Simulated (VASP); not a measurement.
Write the native input for VASP 6.6.1 that does the following.

- Task: single point
- Functional: PBEsol
- Potentials or basis: VASP PAW PBE potentials, release 64 (I)
- Cutoff: 520 eV
- k mesh: 14 × 14 × 14
- Occupations: fermi-dirac, width 0.05 eV
- Spin: no spin polarisation
- Dipole correction: no
- Further INCAR settings: ALGO = Normal; EDIFF = 1e-07; NBANDS = 10

The structure of I lies in POSCAR:

```
I
1.0
    0.0000000000      2.0605152088      2.0605152088
    2.0605152088      0.0000000000      2.0605152088
    2.0605152088      2.0605152088      0.0000000000
I
1
Direct
    0.0000000000      0.0000000000      0.0000000000
```

This cell differs from its parent crystal: volume scaled by 0.55.

These files were run (other wordings do the same):

INCAR

```
SYSTEM = I
  ALGO = Normal
  EDIFF = 1E-7
  ENCUT = 520
  GGA = PS
  ISIF = 2
  ISMEAR = -1
  LASPH = .True.
  LCHARG = .True.
  LELF = .True.
  LREAL = .False.
  LVHAR = .True.
  LWAVE = .False.
  NBANDS = 10
  NELM = 60
  PREC = Accurate
  SIGMA = 0.05
```

KPOINTS

```
k-points
0
Gamma
  14 14 14
  0 0 0
```

Potentials or basis: VASP PAW PBE potentials, release 64 (I).

Launch:

```console
$ cat potpaw_PBE.64/I/POTCAR > POTCAR
$ mpirun -np 1 vasp_std > vasp.out
```

Results of the run:

```yaml
Pressure: 90.5 GPa
```

Caveat: the PAW data sets were made with another functional, which shifts forces and pressure a little; an odd number of electrons without spin polarisation forces a metal; a magnetic or distorted state may lie lower.

Wall time 6.4 s on 1 thread of Intel(R) Xeon(R) 6975P-C (Granite Rapids), with other jobs on the host, peak memory 0.15 GiB.
